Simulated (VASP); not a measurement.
Input of a VASP 6.6.1 run:

INCAR

```
SYSTEM = Sb
PREC = Accurate ; ENCUT = 520
EDIFF = 1E-7 ; ISMEAR = -1
SIGMA = 0.03 ; LREAL = .False.
LASPH = .True. ; NELM = 100
ALGO = Normal ; ISIF = 2
LWAVE = .False. ; LCHARG = .False.
GGA = PS ; NBANDS = 8
```

Contents of KPOINTS:

```
regular mesh
0
Gamma
  13 13 15
  0 0 0
```

File POSCAR:

```
Sb
1.0
   -1.4850750000      1.5098750000      2.4800000000
    1.5098750000     -1.4850750000      2.4800000000
    1.5001250000      1.5001250000     -2.4649500000
Sb
1
Direct
    0.0000000000      0.0000000000      0.0000000000
```

Potentials or basis: VASP PAW PBE potentials, release 64 (Sb).

Run with:

```sh
$ cat potpaw_PBE.64/Sb/POTCAR > POTCAR
$ mpirun -np 1 vasp_std > vasp.out
```

Q: Predict the band gap on the k mesh.

A: Zero (an odd number of electrons rules out a gap without spin polarisation).

Q: What does it give for the pressure?

A: 15.5 GPa.

Stress tensor (GPa, compression positive):
```
16.33  0.94  0.00
 0.94 16.33  0.00
 0.00  0.00 13.73
```

Caveat: the cell differs from its parent crystal (equal xy, yz and zx shear strains of +1 %); the cell stands under pressure; the PAW data sets were made with another functional, which shifts forces and pressure a little; spin-orbit coupling is left out, which moves the levels of the heavy elements.
